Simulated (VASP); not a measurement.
# Bi2Te2CO in VASP: a series of runs

Bi2Te2CO is run at these levels: PBE; tasks: single point.

All numbers are computed with VASP 6.6.1; they aren't measurements. Logs are shortened: lines on timing, memory, paths and dates and some standing lists are left out, and cuts for length are marked.

**1. The cell of the first run**

The cell holds a slab with vacuum, 6 atoms: a = 4.598 Å, b = 4.598 Å, c = 20.991 Å, α = 90.00°, β = 90.00°, γ = 90.00°.

**2. Single point, PBE**

INCAR

```
PREC     = Accurate       # precision mode
ENCUT    = 520            # plane-wave cutoff, eV
EDIFF    = 1E-7           # SCF threshold, eV
ISMEAR   = 0              # smearing method
SIGMA    = 0.1            # smearing width, eV
LREAL    = F              # projectors in reciprocal space
LASPH    = T              # aspherical terms in the spheres
NELM     = 100            # most SCF steps
ALGO     = Normal         # electronic algorithm
ISIF     = 2              # what is computed and relaxed
LWAVE    = F              # write WAVECAR
LCHARG   = F              # write CHGCAR
LDIPOL   = T            
IDIPOL   = 3            
DIPOL    = 0.5 0.5 0.319
GGA      = PE             # functional
NBANDS   = 35             # bands
```

KPOINTS

```
regular mesh
0
Gamma
  6 6 1
```

POSCAR

```
Bi2Te2CO
1.0
    4.5978826485      0.0000000000      0.0000000000
    0.0000000000      4.5978826485      0.0000000000
    0.0000000000      0.0000000000     20.9910347787
Bi Te C O
2 2 1 1
Direct
    0.5000000000      0.5000000000      0.1905575424
    0.0000000000      0.0000000000      0.3330486016
    0.0000000000      0.0000000000      0.1905575424
    0.5000000000      0.5000000000      0.3312994782
    0.7500000000      0.2500000000      0.4097480124
    0.8130725101      0.3592447921      0.4576060375
```

Potentials or basis: VASP PAW PBE potentials, release 64 (Bi_d, Te, C, O).

On the command line:

```console
$ cat potpaw_PBE.64/Bi_d/POTCAR potpaw_PBE.64/Te/POTCAR potpaw_PBE.64/C/POTCAR potpaw_PBE.64/O/POTCAR > POTCAR
$ mpirun -np 1 vasp_std > vasp.out
```

OUTCAR:

```text
PREC = Accurate
   ENCUT = 520
   EDIFF = 1E-7
   ISMEAR = 0
   LREAL = F
   LASPH = T
   NELM = 100
   ISIF = 2
   GGA = PE

 ion  position               nearest neighbor table
   1  0.500  0.500  0.191-   4 2.95   3 3.25   3 3.25   3 3.25   3 3.25
   2  0.000  0.000  0.333-   5 2.29   3 2.99   4 3.25   4 3.25   4 3.25   4 3.25
   3  0.000  0.000  0.191-   2 2.99   1 3.25   1 3.25   1 3.25   1 3.25
   4  0.500  0.500  0.331-   5 2.31   1 2.95   2 3.25   2 3.25   2 3.25   2 3.25
   5  0.750  0.250  0.410-   6 1.16   2 2.29   4 2.31
   6  0.813  0.359  0.458-   5 1.16

  LATTYP: Found a simple tetragonal cell.
 ALAT       =     4.5978826485
 C/A-ratio  =     4.5653698416

  Lattice vectors:

 A1 = (   4.5978826485,   0.0000000000,   0.0000000000)
 A2 = (   0.0000000000,   4.5978826485,   0.0000000000)
 A3 = (   0.0000000000,   0.0000000000,  20.9910347787)

Analysis of symmetry for initial positions (statically):
=====================================================================
 Subroutine PRICEL returns:
 Original cell was already a primitive cell.

 Routine SETGRP: Setting up the symmetry group for a
 simple tetragonal supercell.

 Subroutine GETGRP returns: Found  1 space group operations
 (whereof  1 operations were pure point group operations)
 out of a pool of 16 trial point group operations.

The static configuration has the point symmetry C_1 .

Analysis of symmetry for dynamics (positions and initial velocities):
=====================================================================
 Subroutine PRICEL returns:
 Original cell was already a primitive cell.

 Routine SETGRP: Setting up the symmetry group for a
 simple tetragonal supercell.

 Subroutine GETGRP returns: Found  1 space group operations
 (whereof  1 operations were pure point group operations)
 out of a pool of 16 trial point group operations.

The dynamic configuration has the point symmetry C_1 .

 Subroutine INISYM returns: Found  1 space group operations
 (whereof  1 operations are pure point group operations),
 and found     1 'primitive' translations

----------------------------------------------------------------------------------------

                                     Primitive cell

  volume of cell :     443.7615

[... 98 lines left out ...]
   ISYM   =      2    0-nonsym 1-usesym 2-fastsym
   POTIM  = 0.5000    time-step for ionic-motion
   TEBEG  =    0.0;   TEEND  =   0.0 temperature during run
   PSTRESS=    0.0 pullay stress
   NELECT =      52.0000    total number of electrons
   NUPDOWN=      -1.0000    fix difference up-down
   EMIN   =  10.00;   EMAX   =-10.00  energy-range for DOS
   EFERMI =   0.00;   METHOD = LEGACY
   ISMEAR =     0;   SIGMA  =   0.10  broadening in eV -4-tet -1-fermi 0-gaus
   EFERMI_NEDOS =   21; number of points for ismear=-14 and -15
   IALGO  =     38    algorithm
   IMIX   =      4    mixing-type and parameters
     AMIX     =   0.40;   BMIX     =  1.00
     AMIX_MAG =   1.60;   BMIX_MAG =  1.00
  volume/ion in A,a.u.               =      73.96       499.11
  Fermi-wavevector in a.u.,A,eV,Ry     =   0.801111  1.513880  8.731933  0.641779
  Thomas-Fermi vector in A             =   1.908536
   LORBIT       =      0    0 simple, 1 ext, 2 COOP (PROOUT), +10 PAW based schemes
   GGA     = PE    functional components
   LHFCALC =     F    Hartree Fock is set to
   AEXX    =    0.0000 exact exchange contribution
   IVDW    =     0    specifies the selected vdW correction
   LEPSILON=     F    determine dielectric tensor
   LRPA    =     F    only Hartree local field effects (RPA)
 non-spin polarized calculation
 Gauss-broadening in eV      SIGMA  =   0.10
  energy-cutoff  :      520.00
  volume of cell :      443.76
 maximum number of plane-waves:     11975
 NGX is ok and might be reduce to    36
   NGX = 17   NGY = 17   NGZ = 79

 dipolmoment           0.000000      0.000000     -0.000022 electrons x Angstroem

 number of electron      52.0000001 magnetization

 dipolmoment           0.000000      0.000000      0.111007 electrons x Angstroem

 Free energy of the ion-electron system (eV)
  ---------------------------------------------------
  ext. energy  EPLUGINS =         0.00000000
  ---------------------------------------------------
  free energy    TOTEN  =       -27.65635601 eV

  energy without entropy =      -27.63598446  energy(sigma->0) =      -27.64617024

 E-fermi :  -0.4342     XC(G=0):  -3.8716

 val. band max:       -0.4343999486   @ k =  -0.3333   0.1667   0.0000
 cond. band min:      -0.4235524739   @ k =   0.1667   0.3333   0.0000
 fundamental gap:      0.0108474747
 Fermi energy:        -0.4341510342

 k-point     1 :       0.0000    0.0000    0.0000
  band No.  band energies     occupation
      1     -24.8033      2.00000
      2     -23.8692      2.00000
      3     -23.8613      2.00000
      4     -23.8381      2.00000
      5     -23.8354      2.00000
      6     -23.8248      2.00000
[... 749 lines left out ...]
     34       4.0286      0.00000
     35       5.1007      0.00000

------------------------ aborting loop because EDIFF is reached ----------------------------------------

 vacuum level on the upper side and lower side of the slab       (xc-potential included)         0.398        -0.531

  FORCE on cell =-STRESS in cart. coord.  units (eV):
  Direction    XX          YY          ZZ          XY          YZ          ZX
  --------------------------------------------------------------------------------------
  -------------------------------------------------------------------------------------
  Total        2.9510954      3.0897288      8.8055204     -1.0467585      0.9048644      0.5618486
  in kB       10.6547736     11.1553021     31.7918645     -3.7792661      3.2669649      2.0285245
  external PRESSURE =      17.8673134 kB  Pullay stress =       0.0000000 kB

 VOLUME and BASIS-vectors are now :
 -----------------------------------------------------------------------------
  energy-cutoff  :      520.00
  volume of cell :      443.76
      direct lattice vectors                 reciprocal lattice vectors
     4.597882648  0.000000000  0.000000000     0.217491414  0.000000000  0.000000000
     0.000000000  4.597882648  0.000000000     0.000000000  0.217491414  0.000000000
     0.000000000  0.000000000 20.991034779     0.000000000  0.000000000  0.047639386

 POSITION                                       TOTAL-FORCE (eV/Angst)
 -----------------------------------------------------------------------------------
      2.29894      2.29894      4.00000         0.091378      0.010288     -0.303768
      0.00000      0.00000      6.99103         0.476462     -0.727979     -0.604468
      0.00000      0.00000      4.00000        -0.056813      0.090120     -0.681342
      2.29894      2.29894      6.95432        -0.573113      0.507722     -0.887465
      3.44841      1.14947      8.60103        -0.482703     -0.912256      0.568043
      3.73841      1.65177      9.60562         0.544789      1.032105      1.909000
 -----------------------------------------------------------------------------------
    total drift:                               -0.000028      0.000655     -0.000058

  FREE ENERGIE OF THE ION-ELECTRON SYSTEM (eV)
  ---------------------------------------------------
  free  energy   TOTEN  =       -27.6563560099 eV

  energy  without entropy=      -27.6359844644  energy(sigma->0) =      -27.64617024

 vacuum level on the upper side and lower side of the slab         4.166         3.185
```

OSZICAR:

```text
N       E                     dE             d eps       ncg     rms          rms(c)
DAV:   1     0.430757603791E+03    0.43076E+03   -0.22510E+04  1712   0.119E+03
DAV:   2     0.231151971373E+02   -0.40764E+03   -0.39607E+03  1703   0.288E+02
DAV:   3    -0.271147903833E+02   -0.50230E+02   -0.49546E+02  1788   0.119E+02
DAV:   4    -0.295660636646E+02   -0.24513E+01   -0.23687E+01  1805   0.284E+01
[... 21 lines left out ...]
DAV:  26    -0.276563551171E+02   -0.20668E-05   -0.57161E-08  1176   0.826E-04    0.459E-04
DAV:  27    -0.276563554548E+02   -0.33774E-06   -0.88824E-09  1167   0.722E-04    0.148E-04
DAV:  28    -0.276563555813E+02   -0.12643E-06   -0.20759E-09   991   0.258E-04    0.185E-04
DAV:  29    -0.276563559427E+02   -0.36149E-06   -0.51521E-09  1075   0.225E-04    0.709E-05
DAV:  30    -0.276563560099E+02   -0.67152E-07   -0.66308E-10  1045   0.156E-04
   1 F= -.27656356E+02 E0= -.27646170E+02  d E =-.203715E-01
```

Run time: 8 min. Hardware: 1 thread of Intel Xeon 6975P-C (Granite Rapids), shared host; peak memory 0.68 GiB.

What came out:

```yaml
Free_energy: -27.6564 eV
Largest_force: 2.237 eV/Å
Band_gap_on_the_k_mesh: zero (bands 26 and 27 overlap by 1.13 eV)
```

Forces on the atoms (eV/Å):
```
Bi   0.091  0.010 -0.304
Bi   0.476 -0.728 -0.604
Te  -0.057  0.090 -0.681
Te  -0.573  0.508 -0.887
C   -0.483 -0.912  0.568
O    0.545  1.032  1.909
```

Levels at points of the mesh, in eV from the Fermi level:
```
           k point  band 24  band 25  band 26  band 27  band 28  band 29
(0.00, 0.00, 0.00)    -2.20    -1.93     0.46     0.79     1.33     2.01
(0.50, 0.00, 0.00)    -2.19    -1.84    -0.94    -0.67    -0.52    -0.05
(0.00, 0.50, 0.00)    -2.15    -1.89    -0.88    -0.61    -0.54    -0.14
(0.50, 0.50, 0.00)    -3.22    -1.50     0.37     1.22     2.00     2.41
```

Caveat: spin-orbit coupling is left out, which moves the levels of the heavy elements.

**3. Single point, PBE**

INCAR

```
PREC = Accurate
ENCUT = 520
EDIFF = 1E-7
ISMEAR = 0
SIGMA = 0.1
LREAL = F
LASPH = T
NELM = 80
ALGO = Normal
ISIF = 2
LWAVE = F
LCHARG = F
LDIPOL = T
IDIPOL = 3
DIPOL = 0.5 0.5 0.320
GGA = PE
NBANDS = 35
```

KPOINTS

```
Automatic mesh
0
Gamma
  6 6 1
```

Edit POSCAR of step 2 so:

```diff
@@ -13,2 +13,2 @@
     0.7500000000      0.2500000000      0.4097480124
-    0.8130725101      0.3592447921      0.4576060375
+    0.6847025326      0.2500000000      0.4631267034
```

Potentials or basis: VASP PAW PBE potentials, release 64 (Bi_d, Te, C, O).

On the command line:

```console
$ cat potpaw_PBE.64/Bi_d/POTCAR potpaw_PBE.64/Te/POTCAR potpaw_PBE.64/C/POTCAR potpaw_PBE.64/O/POTCAR > POTCAR
$ mpirun -np 1 vasp_std > vasp.out
```

OUTCAR:

```text
PREC = Accurate
   ENCUT = 520
   EDIFF = 1E-7
   ISMEAR = 0
   LREAL = F
   LASPH = T
   NELM = 80
   ISIF = 2
   GGA = PE

 ion  position               nearest neighbor table
   1  0.500  0.500  0.191-   4 2.95   3 3.25   3 3.25   3 3.25   3 3.25
   2  0.000  0.000  0.333-   5 2.29   3 2.99   4 3.25   4 3.25   4 3.25   4 3.25
   3  0.000  0.000  0.191-   2 2.99   1 3.25   1 3.25   1 3.25   1 3.25
   4  0.500  0.500  0.331-   5 2.31   1 2.95   2 3.25   2 3.25   2 3.25   2 3.25
   5  0.750  0.250  0.410-   6 1.16   2 2.29   4 2.31
   6  0.685  0.250  0.463-   5 1.16

  LATTYP: Found a simple tetragonal cell.
 ALAT       =     4.5978826485
 C/A-ratio  =     4.5653698416

  Lattice vectors:

 A1 = (   4.5978826485,   0.0000000000,   0.0000000000)
 A2 = (   0.0000000000,   4.5978826485,   0.0000000000)
 A3 = (   0.0000000000,   0.0000000000,  20.9910347787)

Analysis of symmetry for initial positions (statically):
=====================================================================
 Subroutine PRICEL returns:
[... 184 lines left out ...]
 Fermi energy:        -0.4082525470

 k-point     1 :       0.0000    0.0000    0.0000
  band No.  band energies     occupation
      1     -24.8927      2.00000
      2     -23.8784      2.00000
      3     -23.8530      2.00000
      4     -23.8395      2.00000
      5     -23.8337      2.00000
      6     -23.8189      2.00000
[... 749 lines left out ...]
     34       4.0359      0.00000
     35       5.0628      0.00000

------------------------ aborting loop because EDIFF is reached ----------------------------------------

 vacuum level on the upper side and lower side of the slab       (xc-potential included)         0.328        -0.494

  FORCE on cell =-STRESS in cart. coord.  units (eV):
  Direction    XX          YY          ZZ          XY          YZ          ZX
  --------------------------------------------------------------------------------------
  -------------------------------------------------------------------------------------
  Total        2.8675179      2.7710816      9.4631187     -1.0829291      0.0715199     -0.5752304
  in kB       10.3530212     10.0048431     34.1660880     -3.9098581      0.2582189     -2.0768390
  external PRESSURE =      18.1746508 kB  Pullay stress =       0.0000000 kB

 VOLUME and BASIS-vectors are now :
 -----------------------------------------------------------------------------
  energy-cutoff  :      520.00
  volume of cell :      443.76
      direct lattice vectors                 reciprocal lattice vectors
     4.597882648  0.000000000  0.000000000     0.217491414  0.000000000  0.000000000
     0.000000000  4.597882648  0.000000000     0.000000000  0.217491414  0.000000000
     0.000000000  0.000000000 20.991034779     0.000000000  0.000000000  0.047639386

 POSITION                                       TOTAL-FORCE (eV/Angst)
 -----------------------------------------------------------------------------------
      2.29894      2.29894      4.00000         0.006748     -0.043990     -0.337802
      0.00000      0.00000      6.99103         0.621327     -0.536212     -0.456748
      0.00000      0.00000      4.00000        -0.034737      0.005165     -0.842252
      2.29894      2.29894      6.95432        -0.579804      0.595004     -0.783698
      3.44841      1.14947      8.60103         0.577562     -0.028216      0.555279
      3.14818      1.14947      9.72151        -0.591094      0.008249      1.865220
 -----------------------------------------------------------------------------------
    total drift:                               -0.000425      0.000103     -0.000336

  FREE ENERGIE OF THE ION-ELECTRON SYSTEM (eV)
  ---------------------------------------------------
  free  energy   TOTEN  =       -27.6349382136 eV

  energy  without entropy=      -27.6081020736  energy(sigma->0) =      -27.62152014

 vacuum level on the upper side and lower side of the slab         4.085         3.237
```

OSZICAR:

```text
N       E                     dE             d eps       ncg     rms          rms(c)
DAV:   1     0.429293145703E+03    0.42929E+03   -0.22521E+04  1712   0.119E+03
DAV:   2     0.224491334291E+02   -0.40684E+03   -0.39529E+03  1717   0.288E+02
DAV:   3    -0.271133428652E+02   -0.49562E+02   -0.48918E+02  1793   0.118E+02
[... 20 lines left out ...]
DAV:  24    -0.276349364538E+02   -0.20328E-05   -0.10338E-07  1155   0.134E-03    0.226E-04
DAV:  25    -0.276349373501E+02   -0.89623E-06   -0.27151E-08  1182   0.809E-04    0.245E-04
DAV:  26    -0.276349377522E+02   -0.40214E-06   -0.96270E-09  1143   0.419E-04    0.181E-04
DAV:  27    -0.276349380008E+02   -0.24860E-06   -0.55618E-09  1153   0.274E-04    0.124E-04
DAV:  28    -0.276349381734E+02   -0.17257E-06   -0.37969E-09  1061   0.291E-04    0.435E-05
DAV:  29    -0.276349382136E+02   -0.40220E-07   -0.54723E-10   945   0.167E-04
   1 F= -.27634938E+02 E0= -.27621520E+02  d E =-.268361E-01
```

stdout:

```text
POSCAR found type information on POSCAR BiTeC O
 POSCAR found :  4 types and       6 ions
 scaLAPACK will be used
 LDA part: xc-table for (Slater+PW92), standard interpolation
 POSCAR, INCAR and KPOINTS ok, starting setup
 FFT: planning ... GRIDC
 FFT: planning ... GRID_SOFT
 FFT: planning ... GRID
 WAVECAR not read
 entering main loop
```

Run time: 6 min. Hardware: 1 thread of Intel Xeon 6975P-C (Granite Rapids), shared host; peak memory 0.68 GiB.

Results:

| Property | Result |
| --- | --- |
| Free energy | -27.6349 eV |
| Largest force | 1.957 eV/Å |
| Band gap on the k mesh | zero (bands 26 and 27 overlap by 1.02 eV) |

Forces on the atoms (eV/Å):
```
Bi   0.007 -0.044 -0.338
Bi   0.621 -0.536 -0.457
Te  -0.035  0.005 -0.842
Te  -0.580  0.595 -0.784
C    0.578 -0.028  0.555
O   -0.591  0.008  1.865
```

Caveat: spin-orbit coupling is left out, which moves the levels of the heavy elements.
